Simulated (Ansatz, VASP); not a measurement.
Two plane-wave programs on GaN

```
Ga N
1.0
     3.21820    0.00000    0.00000
    -1.60910    2.78704    0.00000
     0.00000    0.00000    5.24177
Ga N
2 2
Direct
  0.33333 0.66667 0.99906
  0.66667 0.33333 0.49906
  0.33333 0.66667 0.37594
  0.66667 0.33333 0.87594
```

Alike in both runs: functional PBE; k mesh 6 × 6 × 4; no spin polarisation.

Ansatz relaxed the structure, and its values are those at the end. VASP's run is a single point on that final structure, the one shown.

|  | VASP | Ansatz |
| --- | --- | --- |
| version | VASP 6.6.1 | Ansatz 0.2.0 |
| potentials or method | VASP PAW PBE potentials, release 64 (Ga_d, N), cutoff 520 eV | plane waves, PAW |
| occupations | gaussian, width 0.01 eV | fixed |
| valence electrons in the cell | 36 | 36 |

Ansatz gave:

```
pressure (GPa)                     : 0.0
rms of the force components (eV/Å) : 0.004
```

Task: Estimate VASP's values.

Result: Pressure (GPa): 0.2; rms of the force components (eV/Å): 0.003.
